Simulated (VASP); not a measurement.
A run of VASP 6.6.1 is set up as follows.

INCAR

```
PREC = Accurate
ENCUT = 520
EDIFF = 1E-6
ISMEAR = 0
SIGMA = 0.15
LREAL = False
LASPH = True
NELM = 60
ALGO = Normal
ISIF = 2
LWAVE = False
LCHARG = False
GGA = PS
NBANDS = 12
```

KPOINTS

```
regular mesh
0
Gamma
  20 20 20
```

Contents of POSCAR:

```
Ag
1.0
   -1.5728713000      1.5728713000      1.6556540000
    1.5728713000     -1.5728713000      1.6556540000
    1.5728713000      1.5728713000     -1.6556540000
Ag
1
Direct
    0.0000000000      0.0000000000      0.0000000000
```

Potentials or basis: VASP PAW PBE potentials, release 64 (Ag).

Command:

```sh
$ cat potpaw_PBE.64/Ag/POTCAR > POTCAR
$ mpirun -np 1 vasp_std > vasp.out
```

Question: Estimate the band gap on the k mesh.

Answer: Zero (an odd number of electrons rules out a gap without spin polarisation).

Question: Predict the pressure.

Answer: 2.6 GPa.

Stress tensor (GPa, compression positive):
```
2.27 0.00 0.00
0.00 2.27 0.00
0.00 0.00 3.29
```

Caveat: the cell differs from its parent crystal (strain -0.050 along x and y, +0.000 along z); the PAW data sets were made with another functional, which shifts forces and pressure a little.
